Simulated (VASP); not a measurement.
Write the native input for VASP 6.6.1 that does the following.

```yaml
Task: single point
Functional: PBE
Potentials_or_basis: VASP PAW PBE potentials, release 64 (Ta_pv, Si, Ge_d)
Cutoff: 520 eV
k_mesh: 12 × 12 × 4
Occupations: gaussian, width 0.1 eV
Spin: no spin polarisation
Dipole_correction: no
Further_INCAR_settings: ALGO = Normal; EDIFF = 1e-06; NBANDS = 40
```

The structure of TaSi2Ge3 lies in POSCAR:

```
TaSi2Ge3
1.0
    4.3779449549      0.0000000000      0.0000000000
   -2.1889724774      3.7914115473      0.0000000000
    0.0000000000      0.0000000000     10.0225267872
Ta Si Ge
1 2 3
Direct
    0.0000000000      0.0000000000      0.5000000000
    0.3333333333      0.6666666667      0.0000000000
    0.6666666667      0.3333333333      0.0000000000
    0.0000000000      0.0000000000      0.7425707784
    0.0000000000      0.0000000000      0.2574292216
    0.0000000000      0.0000000000      0.0000000000
```

The cell was built from a structure type or drawn by symmetry, and may not be a known phase.

One way to write it, as run:

INCAR

```
ALGO = Normal ; EDIFF = 1E-6
ENCUT = 520 ; GGA = PE
ISIF = 2 ; ISMEAR = 0
LASPH = True ; LCHARG = False
LREAL = False ; LWAVE = False
NBANDS = 40 ; NELM = 60
PREC = Accurate ; SIGMA = 0.1
```

KPOINTS

```
k-points
0
Gamma
  12 12 4
```

Potentials or basis: VASP PAW PBE potentials, release 64 (Ta_pv, Si, Ge_d).

Command:

```console
$ cat potpaw_PBE.64/Ta_pv/POTCAR potpaw_PBE.64/Si/POTCAR potpaw_PBE.64/Ge_d/POTCAR > POTCAR
$ mpirun -np 1 vasp_std > vasp.out
```

Results of the run:

- Pressure: 0.0 GPa
- Band gap on the k mesh: zero (an odd number of electrons rules out a gap without spin polarisation)

Caveat: spin-orbit coupling is left out, which moves the levels of the heavy elements.

Run time: 14 min on 1 thread of Intel Xeon 8259CL, with other jobs on the host, peak memory 0.52 GiB.
